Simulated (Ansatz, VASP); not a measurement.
Be: VASP beside Ansatz

```
Be
1.0
     2.30920    0.00000    0.00000
    -1.15460    1.99983    0.00000
     0.00000    0.00000    3.64420
Be
2
Direct
  0.33333 0.66667 0.75000
  0.66667 0.33333 0.25000
```

Change from the starting cell: volume scaled by 1.06, PAW files.

Alike in both runs: task electric field gradients; functional PBEsol; k mesh 21 × 21 × 11; occupations fermi-dirac, width 0.05 eV; no spin polarisation.

```csv
,VASP,Ansatz
version,VASP 6.6.1,Ansatz 0.2.0
potentials or method,"VASP PAW PBE potentials, release 64 (Be)","PAW with Ansatz's default frozen-core files, scalar-relativistic"
plane-wave cutoff (eV),520,420
valence electrons in the cell,4,4
```

Ansatz gave:

```
pressure (GPa)                                                : -7.9
traceless stress, the component that is largest in VASP (GPa) : -0.79
size of Vzz on the site where it differs most (V/Å²)          : 0.4
```

Q: What did VASP give for the same quantities?

A: Pressure (GPa): -7.6; traceless stress, the component that is largest in VASP (GPa): -0.74; size of Vzz on the site where it differs most (V/Å²): 0.6.

VASP's potentials were made for PBE, not for PBEsol.
